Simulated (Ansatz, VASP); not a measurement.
# One calculation of Al, two programs

Contents of INCAR:

```
PREC = Accurate ; ENCUT = 520
EDIFF = 1E-6 ; ISMEAR = 0
SIGMA = 0.15 ; LREAL = F
LASPH = T ; NELM = 100
ALGO = Normal ; ISIF = 2
LWAVE = F ; LCHARG = F
GGA = PE ; IVDW = 12
NBANDS = 14
```

KPOINTS

```
Automatic mesh
0
Gamma
  18 18 6
```

File POSCAR:

```
Al
1.0
    2.8117623537      0.0000000000      0.0000000000
   -1.4058811768      2.4350576277      0.0000000000
    0.0000000000      0.0000000000      8.5207646366
Al
4
Direct
    0.0000000000      0.0000000000      0.0000000000
    0.3333333333      0.6666666667      0.2500000000
    0.0000000000      0.0000000000      0.5000000000
    0.6666666667      0.3333333333      0.7500000000
```

Input for Ansatz:

```yaml
crystal:
  lattice:
    - [2.8117623537, 0.0, 0.0]
    - [-1.4058811768, 2.4350576277, 0.0]
    - [0.0, 0.0, 8.5207646366]
  atoms:
    - { symbol: Al, position: [0.0, 0.0, 0.0] }
    - { symbol: Al, position: [0.3333333333, 0.6666666667, 0.25] }
    - { symbol: Al, position: [0.0, 0.0, 0.5] }
    - { symbol: Al, position: [0.6666666667, 0.3333333333, 0.75] }
basis:
  ecutwfc: 420
kpoints:
  mp_grid: { grid: [18, 18, 6] }
hamiltonian:
  xc: pbe
  dispersion: d3bj
scf:
  occupations: { method: gaussian, width: 0.15 }
output:
  forces: true
  stress: true
  eigenvalues: true
```

Alike in both runs: task single point; functional PBE; dispersion D3(BJ); k mesh 18 × 18 × 6; occupations gaussian, width 0.15 eV; no spin polarisation.

|  | VASP | Ansatz |
| --- | --- | --- |
| version | VASP 6.6.1 | Ansatz 0.2.0 |
| potentials or method | VASP PAW PBE potentials, release 64 (Al), cutoff 520 eV | scalar-relativistic, plane waves, PAW |
| valence electrons in the cell | 12 | 12 |

```csv
,VASP,Ansatz,Ansatz less VASP
gap on the k mesh at the Fermi level (eV),none,none,-
pressure (GPa),9.4,9.4,+0.03
"traceless stress, the component that is largest in VASP (GPa)",6.40,6.40,+0.002
```

A gap of «none» marks a metal or a gap that the smearing closes.
